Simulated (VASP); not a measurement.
# Hf (P6_3/mmc) in VASP: a series of runs, part 2 of 2

VASP 6.6.1.

## (4) Electric field gradients, PBE (zz strain of -2 %)

Contents of INCAR:

```
  PREC = Accurate
  ENCUT = 400
  EDIFF = 1E-8
  ISMEAR = -1
  SIGMA = 0.05
  LREAL = False
  LASPH = True
  NELM = 120
  ALGO = Normal
  ISIF = 2
  LWAVE = False
  LCHARG = False
  GGA = PE
  LEFG = True
  NBANDS = 17
  GGA_COMPAT = False
```

Contents of KPOINTS:

```
regular mesh
0
Gamma
  13 13 7
```

Contents of POSCAR:

```
Hf
1.0
    3.1966985242      0.0000000000      0.0000000000
   -1.5983492621      2.7684221302      0.0000000000
    0.0000000000      0.0000000000      4.9566440000
Hf
2
Direct
    0.3333333333      0.6666666667      0.2500000000
    0.6666666667      0.3333333333      0.7500000000
```

Potentials or basis: VASP PAW PBE potentials, release 64 (Hf_pv).

On the command line:

```sh
cat potpaw_PBE.64/Hf_pv/POTCAR > POTCAR
mpirun -np 1 vasp_std > vasp.out
```

OUTCAR:

```text
PREC = Accurate
   ENCUT = 400
   EDIFF = 1E-8
   ISMEAR = -1
   LREAL = False
   LASPH = True
   NELM = 120
   ISIF = 2
   GGA = PE

 ion  position               nearest neighbor table
   1  0.333  0.667  0.250-   2 3.09   2 3.09   2 3.09   2 3.09   2 3.09   2 3.09
   2  0.667  0.333  0.750-   1 3.09   1 3.09   1 3.09   1 3.09   1 3.09   1 3.09

  LATTYP: Found a hexagonal cell.
 ALAT       =     3.1966985242
 C/A-ratio  =     1.5505509708

  Lattice vectors:

 A1 = (   3.1966985242,   0.0000000000,   0.0000000000)
 A2 = (  -1.5983492621,   2.7684221302,   0.0000000000)
 A3 = (   0.0000000000,   0.0000000000,   4.9566440000)

Analysis of symmetry for initial positions (statically):
=====================================================================
 Subroutine PRICEL returns:
 Original cell was already a primitive cell.

 Routine SETGRP: Setting up the symmetry group for a
 hexagonal supercell.

 Subroutine GETGRP returns: Found 24 space group operations
 (whereof 12 operations were pure point group operations)
 out of a pool of 24 trial point group operations.

The static configuration has the point symmetry D_3d.
 The point group associated with its full space group is D_6h.

Analysis of symmetry for dynamics (positions and initial velocities):
=====================================================================
 Subroutine PRICEL returns:
 Original cell was already a primitive cell.

 Routine SETGRP: Setting up the symmetry group for a
 hexagonal supercell.

 Subroutine GETGRP returns: Found 24 space group operations
 (whereof 12 operations were pure point group operations)
[... 154 lines left out ...]
 cond. band min:       5.0943882763   @ k =   0.1538   0.0000   0.0000
 fundamental gap:      0.0270076985
 Fermi energy:         5.0681300271

 k-point     1 :       0.0000    0.0000    0.0000
  band No.  band energies     occupation
      1     -26.0306      2.00000
      2     -25.2382      2.00000
      3     -25.2382      2.00000
      4     -25.0873      2.00000
      5     -25.0873      2.00000
      6     -25.0660      2.00000
[... 457 lines left out ...]
      4     -25.2562      2.00000
      5     -25.1118      2.00000
      6     -25.1116      2.00000
[... 9 lines left out ...]
     16       7.9780      0.00000
     17      10.9544      0.00000

 [... further k-points ...]
[... 5 lines left out ...]
  --------------------------------------------------------------------------------------
  -------------------------------------------------------------------------------------
  Total        0.4897055      0.4897055      1.2380243      0.0000000      0.0000000     -0.0000000
  in kB       17.8864377     17.8864377     45.2186940      0.0000000      0.0000000     -0.0000000
  external PRESSURE =      26.9971898 kB  Pullay stress =       0.0000000 kB

 VOLUME and BASIS-vectors are now :
 -----------------------------------------------------------------------------
  energy-cutoff  :      400.00
  volume of cell :       43.87
      direct lattice vectors                 reciprocal lattice vectors
     3.196698524  0.000000000  0.000000000     0.312822743  0.180608295  0.000000000
    -1.598349262  2.768422130  0.000000000     0.000000000  0.361216589  0.000000000
     0.000000000  0.000000000  4.956644000     0.000000000  0.000000000  0.201749409

 POSITION                                       TOTAL-FORCE (eV/Angst)
 -----------------------------------------------------------------------------------
     -0.00000      1.84561      1.23916        -0.000000      0.000000      0.000000
      1.59835      0.92281      3.71748         0.000000     -0.000000      0.000000
 -----------------------------------------------------------------------------------
    total drift:                               -0.000000      0.000000     -0.000000

  FREE ENERGIE OF THE ION-ELECTRON SYSTEM (eV)
  ---------------------------------------------------
  free  energy   TOTEN  =       -19.8410492769 eV

  energy  without entropy=      -19.8283840923  energy(sigma->0) =      -19.83471668

 Electric field gradients (V/A^2)
---------------------------------------------------------------------
 ion       V_xx      V_yy      V_zz      V_xy      V_xz      V_yz
---------------------------------------------------------------------
   1     -51.681   -51.681   103.362     0.000     0.000    -0.000
   2     -51.681   -51.681   103.362     0.000    -0.000     0.000
---------------------------------------------------------------------

 Electric field gradients after diagonalization (V/A^2)
 (convention: |V_zz| > |V_xx| > |V_yy|)
----------------------------------------------------------------------
 ion       V_xx      V_yy      V_zz     asymmetry (V_yy - V_xx)/ V_zz
----------------------------------------------------------------------
   1     -51.681   -51.680   103.362       0.000
   2     -51.681   -51.680   103.362       0.000
----------------------------------------------------------------------

           NMR quadrupolar parameters

 Cq : quadrupolar parameter    Cq=e*Q*V_zz/h
 eta: asymmetry parameters     (V_yy - V_xx)/ V_zz
 Q  : nuclear electric quadrupole moment in mb (millibarn)
----------------------------------------------------------------------
 ion       Cq(MHz)       eta       Q (mb)
----------------------------------------------------------------------
   1       0.250       0.000       1.000
   2       0.250       0.000       1.000
----------------------------------------------------------------------
```

OSZICAR:

```text
N       E                     dE             d eps       ncg     rms          rms(c)
DAV:   1     0.444744252865E+02    0.44474E+02   -0.99149E+03  2896   0.921E+02
DAV:   2    -0.188596451336E+02   -0.63334E+02   -0.61738E+02  3757   0.222E+02
DAV:   3    -0.205235094416E+02   -0.16639E+01   -0.16540E+01  3543   0.252E+01
DAV:   4    -0.205365684823E+02   -0.13059E-01   -0.13053E-01  3706   0.275E+00
DAV:   5    -0.205367039850E+02   -0.13550E-03   -0.13548E-03  3634   0.240E-01    0.660E+01
DAV:   6    -0.200292146017E+02    0.50749E+00   -0.46812E-01  3384   0.444E+00    0.392E+01
DAV:   7    -0.198511119902E+02    0.17810E+00   -0.79869E-01  3476   0.556E+00    0.191E+00
DAV:   8    -0.198409532048E+02    0.10159E-01   -0.51459E-02  3302   0.148E+00    0.255E-01
DAV:   9    -0.198410604404E+02   -0.10724E-03   -0.11300E-03  3854   0.237E-01    0.185E-01
DAV:  10    -0.198410467612E+02    0.13679E-04   -0.66737E-05  3368   0.542E-02    0.241E-01
DAV:  11    -0.198410492478E+02   -0.24865E-05   -0.74146E-06  3616   0.186E-02    0.100E-02
DAV:  12    -0.198410493488E+02   -0.10108E-06   -0.49685E-07  3720   0.448E-03    0.377E-03
DAV:  13    -0.198410493156E+02    0.33230E-07   -0.15932E-08  2689   0.978E-04    0.159E-03
DAV:  14    -0.198410492778E+02    0.37771E-07   -0.14215E-09  1925   0.314E-04    0.351E-04
DAV:  15    -0.198410492769E+02    0.97657E-09   -0.23139E-10  1853   0.120E-04
   1 F= -.19841049E+02 E0= -.19834717E+02  d E =-.126652E-01
```

stdout:

```text
POSCAR found type information on POSCAR Hf
 POSCAR found :  1 types and       2 ions
 scaLAPACK will be used
 LDA part: xc-table for (Slater+PW92), standard interpolation
 POSCAR, INCAR and KPOINTS ok, starting setup
 FFT: planning ... GRIDC
 FFT: planning ... GRID_SOFT
 FFT: planning ... GRID
 WAVECAR not read
 entering main loop
ion   1

ion   2
```

Wall time 55 s (1 thread of Intel Xeon 8259CL, shared host); peak memory 0.17 GiB.

Results:

```yaml
Free_energy: -19.8410 eV
Pressure: 2.7 GPa
Band_gap_on_the_k_mesh: zero (bands 10 and 11 overlap by 1.54 eV)
Largest_electric_field_gradient_by_atom: Hf +103.4 V/Å²
```

Levels at points of the mesh, in eV from the Fermi level:
```tsv
k point	band 6	band 7	band 8	band 9	band 10	band 11	band 12	band 13	band 14	band 15
(0.00, 0.00, 0.00)	-30.13	-7.46	-3.74	0.88	1.13	1.13	1.66	2.02	2.02	2.51
```

Electric field gradients, principal values (V/Å²):
| atom | least | middle | greatest (by size) |
| --- | --- | --- | --- |
| 1 Hf | -51.680 | -51.681 | 103.362 |
| 2 Hf | -51.680 | -51.681 | 103.362 |

Caveat: the cell differs from its parent crystal (zz strain of -2 %); without QUAD_EFG the Cq values of the log hold for a quadrupole moment of 1 mb, not for the nuclei; spin-orbit coupling is left out, which moves the levels of the heavy elements.

The gap in the log of VASP goes by the Fermi energy; the results here count the filled bands.